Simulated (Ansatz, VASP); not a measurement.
SrTiO3 in VASP and in Ansatz

File POSCAR:

```
SrTiO3
1.0
    3.9455303624      0.0000000000      0.0000000000
    0.0000000000      3.9455303624      0.0000000000
    0.0000000000      0.0000000000      3.9455303624
Sr Ti O
1 1 3
Direct
    0.5000000000      0.5000000000      0.5000000000
    0.0000000000      0.0000000000      0.0000000000
    0.5000000000      0.0000000000      0.0000000000
    0.0000000000      0.5000000000      0.0000000000
    0.0000000000      0.0000000000      0.5000000000
```

Contents of INCAR.step1:

```
ALGO = Normal
EDIFF = 1E-4
ENCUT = 520
GGA = PE
ISMEAR = 0
LASPH = True
LCHARG = False
LREAL = False
LWAVE = True
NBANDS = 28
NELM = 80
PREC = Accurate
SIGMA = 0.02
```

The input INCAR.step2:

```
ALGO = Normal
EDIFF = 1E-7
ENCUT = 520
ISIF = 2
ISMEAR = 0
ISTART = 1
LASPH = True
LCHARG = False
LMIXTAU = True
LREAL = False
LWAVE = False
METAGGA = R2SCAN
NBANDS = 28
NELM = 80
PREC = Accurate
SIGMA = 0.02
```

Contents of KPOINTS:

```
k-points
0
Gamma
  8 8 8
```

Input for Ansatz:

```yaml
crystal:
  lattice:
    - [3.9455303624, 0.0, 0.0]
    - [0.0, 3.9455303624, 0.0]
    - [0.0, 0.0, 3.9455303624]
  atoms:
    - { symbol: Sr, position: [0.5, 0.5, 0.5] }
    - { symbol: Ti, position: [0.0, 0.0, 0.0] }
    - { symbol: O, position: [0.5, 0.0, 0.0] }
    - { symbol: O, position: [0.0, 0.5, 0.0] }
    - { symbol: O, position: [0.0, 0.0, 0.5] }
basis:
  ecutwfc: 500
kpoints:
  mp_grid: { grid: [8, 8, 8] }
hamiltonian:
  xc: r2scan
scf:
  occupations: { method: gaussian, width: 0.02 }
output:
  forces: true
  stress: true
  eigenvalues: true
```

Alike in both runs: task single point; functional r2SCAN; k mesh 8 × 8 × 8; occupations gaussian, width 0.02 eV; no spin polarisation.

|  | VASP | Ansatz |
| --- | --- | --- |
| version | VASP 6.6.1 | Ansatz 0.2.0 |
| potentials or method | VASP PAW PBE potentials, release 64 (Sr_sv, Ti_sv, O), cutoff 520 eV | scalar-relativistic, plane waves, PAW |
| valence electrons in the cell | 40 | 40 |

Ansatz gave:

* gap on the k mesh at the Fermi level (eV): 2.19
* least direct gap on the mesh (eV): 2.58
* pressure (GPa): -5.2

Question: Estimate VASP's values.

Answer: gap on the k mesh at the Fermi level (eV): 2.21; least direct gap on the mesh (eV): 2.60; pressure (GPa): -4.4.

VASP's potentials were made for PBE, not for r2SCAN.
